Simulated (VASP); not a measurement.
# IrO (Pm-3m) in VASP: a series of runs, part 2 of 2

VASP 6.6.1.

## (3) Relaxation of cell and atoms, PBE

This run uses another cell than the first one, of 10.76 Å³/atom, 0.970 times its volume.

Input file INCAR:

```
ALGO = Normal
EDIFF = 1E-7
EDIFFG = -0.04
ENCUT = 600
GGA = PE
IBRION = 2
ISIF = 3
ISMEAR = 0
LASPH = T
LCHARG = F
LREAL = F
LWAVE = F
NELM = 100
NSW = 90
PREC = Accurate
SIGMA = 0.1
```

Input file KPOINTS:

```
k-points
0
Gamma
  6 6 6
```

Input file POSCAR:

```
IrO
1.0
    2.7816630719      0.0000000000      0.0000000000
    0.0000000000      2.7816630719      0.0000000000
    0.0000000000      0.0000000000      2.7816630719
Ir O
1 1
Direct
    0.0000000000      0.0000000000      0.0000000000
    0.5000000000      0.5000000000      0.5000000000
```

Potentials or basis: VASP PAW PBE potentials, release 64 (Ir, O).

Started as:

```console
$ cat potpaw_PBE.64/Ir/POTCAR potpaw_PBE.64/O/POTCAR > POTCAR
$ mpirun -np 1 vasp_std > vasp.out
```

OUTCAR:

```text
EDIFF = 1E-7
   EDIFFG = -0.04
   ENCUT = 600
   GGA = PE
   IBRION = 2
   ISIF = 3
   ISMEAR = 0
   LASPH = T
   LREAL = F
   NELM = 100
   NSW = 90
   PREC = Accurate

 ion  position               nearest neighbor table
   1  0.000  0.000  0.000-   2 2.41   2 2.41   2 2.41   2 2.41   2 2.41   2 2.41   2 2.41   2 2.41

   2  0.500  0.500  0.500-   1 2.41   1 2.41   1 2.41   1 2.41   1 2.41   1 2.41   1 2.41   1 2.41

  LATTYP: Found a simple cubic cell.
 ALAT       =     2.7816630719

  Lattice vectors:

 A1 = (   2.7816630719,   0.0000000000,   0.0000000000)
 A2 = (   0.0000000000,   2.7816630719,   0.0000000000)
 A3 = (   0.0000000000,   0.0000000000,   2.7816630719)

Analysis of symmetry for initial positions (statically):
=====================================================================
 Subroutine PRICEL returns:
 Original cell was already a primitive cell.

 Routine SETGRP: Setting up the symmetry group for a
 simple cubic supercell.

 Subroutine GETGRP returns: Found 48 space group operations
 (whereof 48 operations were pure point group operations)
 out of a pool of 48 trial point group operations.

The static configuration has the point symmetry O_h .

Analysis of symmetry for dynamics (positions and initial velocities):
=====================================================================
 Subroutine PRICEL returns:
 Original cell was already a primitive cell.

 Routine SETGRP: Setting up the symmetry group for a
 simple cubic supercell.

 Subroutine GETGRP returns: Found 48 space group operations
 (whereof 48 operations were pure point group operations)
 out of a pool of 48 trial point group operations.

The dynamic configuration has the point symmetry O_h .

 Subroutine INISYM returns: Found 48 space group operations
 (whereof 48 operations are pure point group operations),
 and found     1 'primitive' translations

----------------------------------------------------------------------------------------

                                     Primitive cell

  volume of cell :      21.5235

  direct lattice vectors                    reciprocal lattice vectors
     2.781663072  0.000000000  0.000000000     0.359497169  0.000000000  0.000000000
     0.000000000  2.781663072  0.000000000     0.000000000  0.359497169  0.000000000
     0.000000000  0.000000000  2.781663072     0.000000000  0.000000000  0.359497169

  length of vectors
     2.781663072  2.781663072  2.781663072     0.359497169  0.359497169  0.359497169

  position of ions in fractional coordinates (direct lattice)
     0.000000000  0.000000000  0.000000000
     0.500000000  0.500000000  0.500000000

  ion indices of the primitive-cell ions
   primitive index   ion index
                 1           1
                 2           2

----------------------------------------------------------------------------------------

 KPOINTS: k-points

Automatic generation of k-mesh.
 Grid dimensions read from file:
 generate k-points for:    6    6    6

 Generating k-lattice:

  Cartesian coordinates                     Fractional coordinates (reciprocal lattice)
     0.059916195  0.000000000  0.000000000     0.166666667  0.000000000  0.000000000
     0.000000000  0.059916195  0.000000000     0.000000000  0.166666667  0.000000000
     0.000000000  0.000000000  0.059916195     0.000000000  0.000000000  0.166666667

  Length of vectors
     0.059916195  0.059916195  0.059916195

  Shift w.r.t. Gamma in fractional coordinates (k-lattice)
     0.000000000  0.000000000  0.000000000

 Subroutine IBZKPT returns following result:
 ===========================================

 Found     20 irreducible k-points:

 Following reciprocal coordinates:
            Coordinates               Weight
  0.000000  0.000000  0.000000      1.000000
  0.166667  0.000000  0.000000      6.000000
  0.333333  0.000000  0.000000      6.000000
  0.500000  0.000000  0.000000      3.000000
  0.166667  0.166667  0.000000     12.000000
  0.333333  0.166667  0.000000     24.000000
[... 12 lines left out ...]
  0.500000  0.500000  0.333333      6.000000
  0.500000  0.500000  0.500000      1.000000
   k-points           NKPTS =     20   k-points in BZ     NKDIM =     20   number of bands    NBANDS=     11
   number of dos      NEDOS =    301   number of ions     NIONS =      2
   total plane-waves  NPLWV =  13824
   dimension x,y,z NGX =    24 NGY =   24 NGZ =   24
   dimension x,y,z NGXF=    48 NGYF=   48 NGZF=   48
   ions per type =               1   1
   NGX,Y,Z   is equivalent  to a cutoff of  14.34, 14.34, 14.34 a.u.
   NGXF,Y,Z  is equivalent  to a cutoff of  28.69, 28.69, 28.69 a.u.
 SYSTEM =  unknown system
   PREC   = accura    normal or accurate (medium, high low for compatibility)
   ISTART =      0    job   : 0-new  1-cont  2-samecut
   ICHARG =      2    charge: 1-file 2-atom 10-const
   ISPIN  =      1    spin polarized calculation?
   LNONCOLLINEAR =      F non collinear calculations
   LSORBIT =      F    spin-orbit coupling
   LASPH  =      T    aspherical Exc in radial PAW
   ENCUT  =  600.0 eV  44.10 Ry    6.64 a.u.   5.56  5.56  5.56*2*pi/ulx,y,z
   NELM   =    100;   NELMIN=  2; NELMDL= -5     # of ELM steps
   EDIFF  = 0.1E-06   stopping-criterion for ELM
   LREAL  =      F    real-space projection
   EDIFFG = -.4E-01   stopping-criterion for IOM
   NSW    =     90    number of steps for IOM
   IBRION =      2    ionic relax: 0-MD 1-quasi-New 2-CG
   NFREE  =      1    steps in history (QN), initial steepest desc. (CG)
   ISIF   =      3    stress and relaxation
   ISYM   =      2    0-nonsym 1-usesym 2-fastsym
   POTIM  = 0.5000    time-step for ionic-motion
   TEBEG  =    0.0;   TEEND  =   0.0 temperature during run
   PSTRESS=    0.0 pullay stress
   NELECT =      15.0000    total number of electrons
   NUPDOWN=      -1.0000    fix difference up-down
   EMIN   =  10.00;   EMAX   =-10.00  energy-range for DOS
   EFERMI =   0.00;   METHOD = LEGACY
   ISMEAR =     0;   SIGMA  =   0.10  broadening in eV -4-tet -1-fermi 0-gaus
   EFERMI_NEDOS =   21; number of points for ismear=-14 and -15
   IALGO  =     38    algorithm
   IMIX   =      4    mixing-type and parameters
     AMIX     =   0.40;   BMIX     =  1.00
     AMIX_MAG =   1.60;   BMIX_MAG =  1.00
  volume/ion in A,a.u.               =      10.76        72.62
  Fermi-wavevector in a.u.,A,eV,Ry     =   1.451445  2.742834 28.663312  2.106694
  Thomas-Fermi vector in A             =   2.568942
   LORBIT       =      0    0 simple, 1 ext, 2 COOP (PROOUT), +10 PAW based schemes
   GGA     = PE    functional components
   LHFCALC =     F    Hartree Fock is set to
   AEXX    =    0.0000 exact exchange contribution
   IVDW    =     0    specifies the selected vdW correction
   LEPSILON=     F    determine dielectric tensor
   LRPA    =     F    only Hartree local field effects (RPA)
 conjugate gradient relaxation of ions
 non-spin polarized calculation
 Gauss-broadening in eV      SIGMA  =   0.10
  energy-cutoff  :      600.00
  volume of cell :       21.52
 maximum number of plane-waves:       739
 NGX is ok and might be reduce to    24
   NGX = 11   NGY = 11   NGZ = 11

--------------------------------------- Ionic step        1  -------------------------------------------

 number of electron      15.0000001 magnetization

 Free energy of the ion-electron system (eV)
  ---------------------------------------------------
  ext. energy  EPLUGINS =         0.00000000
  ---------------------------------------------------
  free energy    TOTEN  =       -11.81062828 eV

  energy without entropy =      -11.79616948  energy(sigma->0) =      -11.80339888

------------------------ aborting loop because EDIFF is reached ----------------------------------------

  FORCE on cell =-STRESS in cart. coord.  units (eV):
  Direction    XX          YY          ZZ          XY          YZ          ZX
  --------------------------------------------------------------------------------------
  -------------------------------------------------------------------------------------
  Total        1.1473464      1.1473464      1.1473464      0.0000000      0.0000000     -0.0000000
  in kB       85.4066287     85.4066287     85.4066287      0.0000000      0.0000000     -0.0000000
  external PRESSURE =      85.4066287 kB  Pullay stress =       0.0000000 kB
[... 57 lines left out ...]
  energy  without entropy=      -11.7686499919  energy(sigma->0) =      -11.77677925

--------------------------------------- Ionic step        3  -------------------------------------------

 number of electron      15.0000004 magnetization

 Free energy of the ion-electron system (eV)
  ---------------------------------------------------
  ext. energy  EPLUGINS =         0.00000000
  ---------------------------------------------------
  free energy    TOTEN  =       -11.82820967 eV

  energy without entropy =      -11.81302919  energy(sigma->0) =      -11.82061943

 E-fermi :   7.9957     XC(G=0): -13.2445

 val. band max:        7.9949485764   @ k =   0.5000   0.0000   0.0000
 cond. band min:       8.0366276976   @ k =   0.5000   0.0000   0.0000
 fundamental gap:      0.0416791212
 Fermi energy:         7.9957019295

 k-point     1 :       0.0000    0.0000    0.0000
  band No.  band energies     occupation
      1     -12.4525      2.00000
      2       2.8970      2.00000
      3       2.8970      2.00000
      4       4.2385      2.00000
      5       4.2385      2.00000
      6       4.2385      2.00000
      7       5.6866      2.00000
      8       7.8102      1.99128
      9       7.8102      1.99128
     10       7.8102      1.99128
     11      25.5133      0.00000
[... 293 lines left out ...]
  FREE ENERGIE OF THE ION-ELECTRON SYSTEM (eV)
  ---------------------------------------------------
  free  energy   TOTEN  =       -11.8282096652 eV

  energy  without entropy=      -11.8130291915  energy(sigma->0) =      -11.82061943

 reached required accuracy - stopping structural energy minimisation
```

OSZICAR:

```text
N       E                     dE             d eps       ncg     rms          rms(c)
DAV:   1     0.127184166930E+03    0.12718E+03   -0.81875E+03   440   0.146E+03
DAV:   2    -0.499494257712E+01   -0.13218E+03   -0.12244E+03   449   0.355E+02
DAV:   3    -0.130186607175E+02   -0.80237E+01   -0.72981E+01   503   0.928E+01
[... 27 lines left out ...]
DAV:   5    -0.118282282562E+02   -0.25218E-03   -0.17982E-03   457   0.500E-01    0.911E-02
DAV:   6    -0.118282036934E+02    0.24563E-04   -0.44298E-05   479   0.724E-02    0.126E-02
DAV:   7    -0.118282100999E+02   -0.64065E-05   -0.63700E-06   461   0.283E-02    0.693E-03
DAV:   8    -0.118282097512E+02    0.34872E-06   -0.60825E-07   458   0.855E-03    0.216E-03
DAV:   9    -0.118282096652E+02    0.86031E-07   -0.67064E-08   238   0.284E-03
   3 F= -.11828210E+02 E0= -.11820619E+02  d E =-.175814E-01
```

Run time: 13 s. Hardware: 1 thread of Intel Xeon Platinum 8259CL at 2.50GHz (Skylake/Cascade Lake), shared host; peak memory 0.15 GiB.

What came out:

```
Free energy                            : -11.8282 eV
Relaxed volume                         : 11.11 Å³/atom
Relaxed cell                           : a = 2.811 Å, b = 2.811 Å, c = 2.811 Å, α = 90.00°, β = 90.00°, γ = 90.00°
Space group after relaxing (to 0.05 Å) : Pm-3m (No. 221)
Energy gained by relaxing              : 8.8 meV/atom
Ionic steps                            : 3
Pressure after relaxing                : -0.1 GPa
```

The path:
| step | energy change (eV) | largest force (eV/Å) | pressure (GPa) | volume (Å³) |
| --- | --- | --- | --- | --- |
| 1 | 0.0000 | 0.0000 | 8.54 | 21.52 |
| 2 | 0.0257 | 0.0000 | -11.39 | 23.36 |
| 3 | -0.0176 | 0.0000 | -0.10 | 22.21 |

Final structure:
```
CELL_PARAMETERS angstrom
2.81106 0.00000 0.00000
0.00000 2.81106 0.00000
0.00000 0.00000 2.81106
ATOMIC_POSITIONS crystal
Ir 0.00000 0.00000 0.00000
O 0.50000 0.50000 0.50000
```

Caveat: the k points lie up to 0.37 Å⁻¹ apart in the final cell; spin-orbit coupling is left out, which moves the levels of the heavy elements; an odd number of electrons without spin polarisation forces a metal; a magnetic or distorted state may lie lower.
